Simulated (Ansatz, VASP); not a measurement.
## Two plane-wave programs on Hf

```xyz
2
Lattice="3.1764 0.0000 0.0000 -1.5882 2.7508 0.0000 0.0000 0.0000 4.9498" Properties=species:S:1:pos:R:3 pbc="T T T"
Hf    0.0000    1.8339    1.2375
Hf    1.5882    0.9169    3.7124
```

Alike in both runs: task single point; functional PBE; k mesh 15 × 15 × 8; occupations gaussian, width 0.1 eV; no spin polarisation.

```csv
,VASP,Ansatz
version,VASP 6.6.1,Ansatz 0.2.0
potentials or method,"VASP PAW PBE potentials, release 64 (Hf_pv), cutoff 520 eV","scalar-relativistic, plane waves, PAW"
valence electrons in the cell,20,52
```

Ansatz gave:

| Item | Value |
| --- | --- |
| gap on the k mesh at the Fermi level (eV) | none |
| pressure (GPa) | 4.8 |
| traceless stress, the component that is largest in VASP (GPa) | 1.31 |

Q: Which values does VASP return?

A: gap on the k mesh at the Fermi level (eV): none; pressure (GPa): 4.3; traceless stress, the component that is largest in VASP (GPa): 1.24.

A gap of «none» marks a metal or a gap that the smearing closes. VASP's potentials hold 20 valence electrons a cell and Ansatz's 52, so a difference there can come from the potentials and not from the codes.

Spin-orbit coupling is off throughout.
